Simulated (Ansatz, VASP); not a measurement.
## Cd2P in VASP and in Ansatz

INCAR

```
SYSTEM = Cd2P
PREC = Accurate ; ENCUT = 600
EDIFF = 1E-6 ; ISMEAR = 0
SIGMA = 0.1 ; LREAL = .FALSE.
LASPH = .TRUE. ; NELM = 100
ALGO = Normal ; ISIF = 3
LWAVE = .FALSE. ; LCHARG = .FALSE.
GGA = PE ; IBRION = 2
NSW = 100 ; EDIFFG = -0.01
```

The input KPOINTS:

```
Automatic mesh
0
G
  12 12 12
  0 0 0
```

POSCAR

```
Cd2P
1.0
    0.0000000000      3.2711769329      3.2711769329
    3.2711769329      0.0000000000      3.2711769329
    3.2711769329      3.2711769329      0.0000000000
Cd P
2 1
Direct
    0.2500000000      0.2500000000      0.2500000000
    0.7500000000      0.7500000000      0.7500000000
    0.5000000000      0.5000000000      0.5000000000
```

Input for Ansatz:

```yaml
crystal:
  lattice:
    - [0.0, 3.2711769329, 3.2711769329]
    - [3.2711769329, 0.0, 3.2711769329]
    - [3.2711769329, 3.2711769329, 0.0]
  atoms:
    - { symbol: Cd, position: [0.25, 0.25, 0.25] }
    - { symbol: Cd, position: [0.75, 0.75, 0.75] }
    - { symbol: P, position: [0.5, 0.5, 0.5] }
basis:
  ecutwfc: 420
kpoints:
  mp_grid: { grid: [12, 12, 12] }
hamiltonian:
  xc: pbe
scf:
  occupations: { method: gaussian, width: 0.1 }
output:
  forces: true
  stress: true
  eigenvalues: true
  write_density: true
  write_potential: true
  elf: true
  volumetric_format: npy
relax:
  adjacent_minimum: "off"
  f_tol: 0.01
  max_steps: 80
  cell: { stress_tol: 0.05 }
```

Alike in both runs: task relaxation of cell and atoms; functional PBE; k mesh 12 × 12 × 12; occupations gaussian, width 0.1 eV; no spin polarisation.

```csv
,VASP,Ansatz
version,VASP 6.6.1,Ansatz 0.2.0
potentials or method,"VASP PAW PBE potentials, release 64 (Cd, P), cutoff 600 eV","scalar-relativistic, plane waves, PAW"
valence electrons in the cell,29,45
```

```tsv
	VASP	Ansatz	Ansatz less VASP
gap on the k mesh at the Fermi level, each at its own relaxed structure (eV)	none	none	-
relaxed volume (Å³/atom)	23.67	23.55	-0.117
relaxed cell length with the largest relative difference (Å)	4.648	4.640	-0.0077
```

A gap of «none» marks a metal or a gap that the smearing closes. VASP's potentials hold 29 valence electrons a cell and Ansatz's 45, so a difference there can come from the potentials and not from the codes.
